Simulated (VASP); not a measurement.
Wanted: the native input for a VASP 6.6.1 run.

```
Task                   : single point
Functional             : PBE
Potentials or basis    : VASP PAW PBE potentials, release 64 (K_sv, I)
Cutoff                 : 520 eV
k mesh                 : 6 × 6 × 6
Occupations            : gaussian, width 0.05 eV
Spin                   : no spin polarisation
Dipole correction      : no
Further INCAR settings : ALGO = Normal; EDIFF = 1e-06; NBANDS = 15
```

The structure of KI lies in POSCAR:

```
KI
1.0
    0.0000000000      3.5245500000      3.5245500000
    3.5245500000      0.0000000000      3.5245500000
    3.5245500000      3.5245500000      0.0000000000
K I
1 1
Direct
   -0.0451402380      0.0451402380      0.0000000000
    0.5000000000      0.5000000000      0.5000000000
```

This cell differs from its parent crystal: all K atoms moved +0.225 Å, as atom 1 along Cartesian [1 -1 0].

These files were run (other wordings do the same):

INCAR

```
ALGO = Normal ; EDIFF = 1E-6
ENCUT = 520 ; GGA = PE
ISIF = 2 ; ISMEAR = 0
LASPH = T ; LCHARG = T
LELF = T ; LREAL = F
LVHAR = T ; LWAVE = F
NBANDS = 15 ; NELM = 60
PREC = Accurate ; SIGMA = 0.05
```

KPOINTS

```
k-points
0
Gamma
  6 6 6
```

Potentials or basis: VASP PAW PBE potentials, release 64 (K_sv, I).

Run with:

```bash
$ cat potpaw_PBE.64/K_sv/POTCAR potpaw_PBE.64/I/POTCAR > POTCAR
$ mpirun -np 1 vasp_std > vasp.out
```

Results of the run:

The pressure is 0.9 GPa, the largest force is 0.262 eV/Å and the band gap on the k mesh is 3.99 eV, direct.

Caveat: the cell differs from its parent crystal (all K atoms moved +0.225 Å, as atom 1 along Cartesian [1 -1 0]); spin-orbit coupling is left out, which moves the levels of the heavy elements.

Wall time 38 s on 1 thread of Intel(R) Xeon(R) Platinum 8559C (Emerald Rapids), on a shared host, peak memory 0.26 GiB.
